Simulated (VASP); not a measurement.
A run of VASP 6.6.1 is set up as follows.

The input POSCAR:

```
HfN
1.0
    0.0000000000      2.2627375532      2.2627375532
    2.2627375532      0.0000000000      2.2627375532
    2.2627375532      2.2627375532      0.0000000000
Hf N
1 1
Direct
    0.0000000000      0.0000000000      0.0000000000
    0.5000000000      0.5000000000      0.5000000000
```

File INCAR.step1:

```
SYSTEM = HfN
  PREC = Accurate
  ENCUT = 520
  ISMEAR = 0
  SIGMA = 0.1
  LREAL = .False.
  LASPH = .True.
  NELM = 80
  NBANDS = 14
  GGA = PE
  ALGO = Normal
  EDIFF = 1E-4
  LWAVE = .True.
  LCHARG = .False.
```

The input INCAR.step2:

```
SYSTEM = HfN
  PREC = Accurate
  ENCUT = 520
  EDIFF = 1E-6
  ISMEAR = 0
  SIGMA = 0.1
  LREAL = .False.
  LASPH = .True.
  NELM = 80
  ALGO = Normal
  ISIF = 2
  LWAVE = .False.
  LCHARG = .False.
  METAGGA = R2SCAN
  LMIXTAU = .True.
  NBANDS = 14
  ISTART = 1
```

Contents of KPOINTS:

```
regular mesh
0
Gamma
  16 16 16
  0 0 0
```

Potentials or basis: VASP PAW PBE potentials, release 64 (Hf_pv, N).

Launch:

```sh
$ cat potpaw_PBE.64/Hf_pv/POTCAR potpaw_PBE.64/N/POTCAR > POTCAR
$ cp INCAR.step1 INCAR
$ mpirun -np 1 vasp_std > vasp.out
$ cp INCAR.step2 INCAR
$ mpirun -np 1 vasp_std > vasp.out
```

Estimate the pressure.

-2.7 GPa.

Caveat: the PAW data sets were made with another functional, which shifts forces and pressure a little.
